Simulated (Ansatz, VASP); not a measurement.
ZrBr5: VASP beside Ansatz

```
Zr Br
1.0
     0.00000    4.27847    4.27847
     4.27847    0.00000    4.27847
     4.27847    4.27847    0.00000
Zr Br
1 5
Direct
  0.00000 0.00000 0.00000
  0.37492 0.87523 0.37492
  0.37492 0.37492 0.37492
  0.75000 0.75000 0.75000
  0.87523 0.37492 0.37492
  0.37492 0.37492 0.87523
```

Change from the starting cell: species swapped into the CaAu5 type (F-43m, No. 216).

Alike in both runs: functional PBE; k mesh 8 × 8 × 8; occupations gaussian, width 0.1 eV; no spin polarisation.

Ansatz relaxed the structure, and its values are those at the end. VASP's run is a single point on that final structure, the one shown.

|  | VASP | Ansatz |
| --- | --- | --- |
| version | VASP 6.6.1 | Ansatz 0.2.0 |
| potentials or method | VASP PAW PBE potentials, release 64 (Zr_sv, Br), cutoff 520 eV | scalar-relativistic, plane waves, PAW |
| valence electrons in the cell | 47 | 47 |

|  | VASP | Ansatz | Ansatz less VASP |
| --- | --- | --- | --- |
| gap on the k mesh at the Fermi level (eV) | none | none | - |
| pressure (GPa) | 0.0 | 0.0 | -0.01 |
| rms of the force components (eV/Å) | 0.006 | 0.006 | +0.0002 |

A gap of «none» marks a metal or a gap that the smearing closes.
